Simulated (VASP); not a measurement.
# Au (Fm-3m) in VASP: relaxation of cell and atoms with PBEsol

Aim: the relaxation of cell and atoms of Au with PBEsol.

Program: VASP 6.6.1. These are calculated values, not measurements. Logs are shortened: lines on timing, memory, paths and dates and some standing lists are left out, and cuts for length are marked.

## Step 1: The cell of the first run

The structure is cubic, space group Fm-3m (No. 225). Conventional cell: a = 4.081 Å, b = 4.081 Å, c = 4.081 Å, α = 90.00°, β = 90.00°, γ = 90.00°. Within 3.8 Å of Au (site symmetry m-3m) lie 12 Au at 2.89 Å.

## Step 2: Relaxation of cell and atoms, PBEsol

Contents of INCAR:

```
ALGO = Normal ; EDIFF = 1E-7
EDIFFG = -0.005 ; ENCUT = 500
GGA = PS ; GGA_COMPAT = F
IBRION = 2 ; ISIF = 3
ISMEAR = -1 ; LASPH = T
LCHARG = F ; LREAL = F
LWAVE = F ; NELM = 120
NELMIN = 4 ; NSW = 60
PREC = Accurate ; SIGMA = 0.05
```

Contents of KPOINTS:

```
k-points
0
Gamma
  18 18 18
```

Contents of POSCAR:

```
Au
1.0
    0.0000000000      2.0406274502      2.0406274502
    2.0406274502      0.0000000000      2.0406274502
    2.0406274502      2.0406274502      0.0000000000
Au
1
Direct
    0.0000000000      0.0000000000      0.0000000000
```

Potentials or basis: VASP PAW PBE potentials, release 64 (Au).

The run is started by

```
$ cat potpaw_PBE.64/Au/POTCAR > POTCAR
$ mpirun -np 1 vasp_std > vasp.out
```

OUTCAR:

```text
EDIFF = 1E-7
   EDIFFG = -0.005
   ENCUT = 500
   GGA = PS
   IBRION = 2
   ISIF = 3
   ISMEAR = -1
   LASPH = T
   LREAL = F
   NELM = 120
   NELMIN = 4
   NSW = 60
   PREC = Accurate

 ion  position               nearest neighbor table
   1  0.000  0.000  0.000-

  LATTYP: Found a face centered cubic cell.
 ALAT       =     4.0812549004

  Lattice vectors:

 A1 = (   0.0000000000,   2.0406274502,   2.0406274502)
 A2 = (   2.0406274502,   0.0000000000,   2.0406274502)
 A3 = (   2.0406274502,   2.0406274502,   0.0000000000)

Analysis of symmetry for initial positions (statically):
=====================================================================
 Subroutine PRICEL returns:
 Original cell was already a primitive cell.

 Routine SETGRP: Setting up the symmetry group for a
 face centered cubic supercell.

 Subroutine GETGRP returns: Found 48 space group operations
 (whereof 48 operations were pure point group operations)
 out of a pool of 48 trial point group operations.

The static configuration has the point symmetry O_h .

Analysis of symmetry for dynamics (positions and initial velocities):
=====================================================================
 Subroutine PRICEL returns:
 Original cell was already a primitive cell.

 Routine SETGRP: Setting up the symmetry group for a
 face centered cubic supercell.

 Subroutine GETGRP returns: Found 48 space group operations
 (whereof 48 operations were pure point group operations)
 out of a pool of 48 trial point group operations.

The dynamic configuration has the point symmetry O_h .

 Subroutine INISYM returns: Found 48 space group operations
 (whereof 48 operations are pure point group operations),
 and found     1 'primitive' translations

----------------------------------------------------------------------------------------

                                     Primitive cell

  volume of cell :      16.9950

  direct lattice vectors                    reciprocal lattice vectors
     0.000000000  2.040627450  2.040627450    -0.245022677  0.245022677  0.245022677
     2.040627450  0.000000000  2.040627450     0.245022677 -0.245022677  0.245022677
     2.040627450  2.040627450  0.000000000     0.245022677  0.245022677 -0.245022677

  length of vectors
[... 81 lines left out ...]
   LREAL  =      F    real-space projection
   EDIFFG = -.5E-02   stopping-criterion for IOM
   NSW    =     60    number of steps for IOM
   IBRION =      2    ionic relax: 0-MD 1-quasi-New 2-CG
   NFREE  =      1    steps in history (QN), initial steepest desc. (CG)
   ISIF   =      3    stress and relaxation
   ISYM   =      2    0-nonsym 1-usesym 2-fastsym
   POTIM  = 0.5000    time-step for ionic-motion
   TEBEG  =    0.0;   TEEND  =   0.0 temperature during run
   PSTRESS=    0.0 pullay stress
   NELECT =      11.0000    total number of electrons
   NUPDOWN=      -1.0000    fix difference up-down
   EMIN   =  10.00;   EMAX   =-10.00  energy-range for DOS
   EFERMI =   0.00;   METHOD = LEGACY
   ISMEAR =    -1;   SIGMA  =   0.05  broadening in eV -4-tet -1-fermi 0-gaus
   EFERMI_NEDOS =   21; number of points for ismear=-14 and -15
   IALGO  =     38    algorithm
   IMIX   =      4    mixing-type and parameters
     AMIX     =   0.40;   BMIX     =  1.00
     AMIX_MAG =   1.60;   BMIX_MAG =  1.00
  volume/ion in A,a.u.               =      16.99       114.69
  Fermi-wavevector in a.u.,A,eV,Ry     =   1.416115  2.676070 27.284893  2.005383
  Thomas-Fermi vector in A             =   2.537484
   LORBIT       =      0    0 simple, 1 ext, 2 COOP (PROOUT), +10 PAW based schemes
   GGA     = PS    functional components
   LHFCALC =     F    Hartree Fock is set to
   AEXX    =    0.0000 exact exchange contribution
   IVDW    =     0    specifies the selected vdW correction
   LEPSILON=     F    determine dielectric tensor
   LRPA    =     F    only Hartree local field effects (RPA)
 conjugate gradient relaxation of ions
 non-spin polarized calculation
  energy-cutoff  :      500.00
  volume of cell :       16.99
 maximum number of plane-waves:       444
 NGX is ok and might be reduce to    24
   NGX = 11   NGY = 11   NGZ = 11

 number of electron      11.0000000 magnetization

 Free energy of the ion-electron system (eV)
  ---------------------------------------------------
  ext. energy  EPLUGINS =         0.00000000
  ---------------------------------------------------
  free energy    TOTEN  =        -3.92553594 eV

  energy without entropy =       -3.92325141  energy(sigma->0) =       -3.92439368

 E-fermi :   9.2971     XC(G=0): -12.9008

 val. band max:        9.2917844301   @ k =   0.5000   0.1667   0.0556
 cond. band min:       9.3002926433   @ k =   0.5000   0.2778   0.1111
 fundamental gap:      0.0085082132
 Fermi energy:         9.2970504424

 k-point     1 :       0.0000    0.0000    0.0000
  band No.  band energies     occupation
      1      -0.6259      2.00000
      2       4.6318      2.00000
      3       4.6318      2.00000
      4       4.6318      2.00000
      5       6.1693      2.00000
      6       6.1693      2.00000
      7      23.8203      0.00000
      8      27.8306      0.00000
      9      27.8306      0.00000
[... 265 lines left out ...]
 k-point    24 :      -0.2222    0.0556    0.0000
  band No.  band energies     occupation
      1       1.1807      2.00000
      2       4.3527      2.00000
      3       4.9392      2.00000
      4       4.9786      2.00000
      5       6.0706      2.00000
      6       6.5569      2.00000
      7      20.8895      0.00000
      8      24.9141      0.00000
      9      27.8596      0.00000

 [... further k-points ...]

------------------------ aborting loop because EDIFF is reached ----------------------------------------

  FORCE on cell =-STRESS in cart. coord.  units (eV):
  Direction    XX          YY          ZZ          XY          YZ          ZX
  --------------------------------------------------------------------------------------
  -------------------------------------------------------------------------------------
  Total        0.0025181      0.0025181      0.0025181     -0.0000000     -0.0000000      0.0000000
  in kB        0.2373862      0.2373862      0.2373862     -0.0000000     -0.0000000      0.0000000
  external PRESSURE =       0.2373862 kB  Pullay stress =       0.0000000 kB

 VOLUME and BASIS-vectors are now :
 -----------------------------------------------------------------------------
  energy-cutoff  :      500.00
  volume of cell :       16.99
      direct lattice vectors                 reciprocal lattice vectors
     0.000000000  2.040627450  2.040627450    -0.245022677  0.245022677  0.245022677
     2.040627450  0.000000000  2.040627450     0.245022677 -0.245022677  0.245022677
     2.040627450  2.040627450  0.000000000     0.245022677  0.245022677 -0.245022677

 POSITION                                       TOTAL-FORCE (eV/Angst)
 -----------------------------------------------------------------------------------
      0.00000      0.00000      0.00000         0.000000      0.000000      0.000000
 -----------------------------------------------------------------------------------
    total drift:                               -0.000000     -0.000000     -0.000000

  FREE ENERGIE OF THE ION-ELECTRON SYSTEM (eV)
  ---------------------------------------------------
  free  energy   TOTEN  =        -3.9255359417 eV

  energy  without entropy=       -3.9232514129  energy(sigma->0) =       -3.92439368

 reached required accuracy - stopping structural energy minimisation
```

CONTCAR:

```text
Au
   1.00000000000000
     0.0000000000000000    2.0406274502000001    2.0406274502000001
     2.0406274502000001    0.0000000000000000    2.0406274502000001
     2.0406274502000001    2.0406274502000001    0.0000000000000000
  Au
     1
Direct
     0.0000000000000000    0.0000000000000000    0.0000000000000000

  0.00000000E+00  0.00000000E+00  0.00000000E+00
```

Wall time 14 s (1 thread of AMD EPYC 9R45 (Zen 5), shared host); peak memory 0.13 GiB.

Results:

```
Free energy             : -3.9255 eV
Pressure after relaxing : 0.0 GPa
Band gap on the k mesh  : zero (an odd number of electrons rules out a gap without spin polarisation)
```

Final structure:
```xyz
1
Lattice="0.0000 2.0406 2.0406 2.0406 0.0000 2.0406 2.0406 2.0406 0.0000" Properties=species:S:1:pos:R:3 pbc="T T T"
Au    0.0000    0.0000    0.0000
```

Levels at points of the mesh, in eV from the Fermi level:
```csv
k point,band 2,band 3,band 4,band 5,band 6,band 7,band 8,band 9
"(0.00, 0.00, 0.00)",-4.67,-4.67,-4.67,-3.13,-3.13,14.52,18.53,18.53
"(0.50, 0.00, 0.00)",-4.70,-4.70,-1.92,-1.92,-1.01,3.10,13.96,17.14
"(0.50, 0.50, 0.00)",-6.75,-1.96,-1.60,-1.60,0.97,5.79,9.99,9.99
```

Caveat: the relaxation stopped at its first step, so nothing moved; the PAW data sets were made with another functional, which shifts forces and pressure a little; spin-orbit coupling is left out, which moves the levels of the heavy elements.
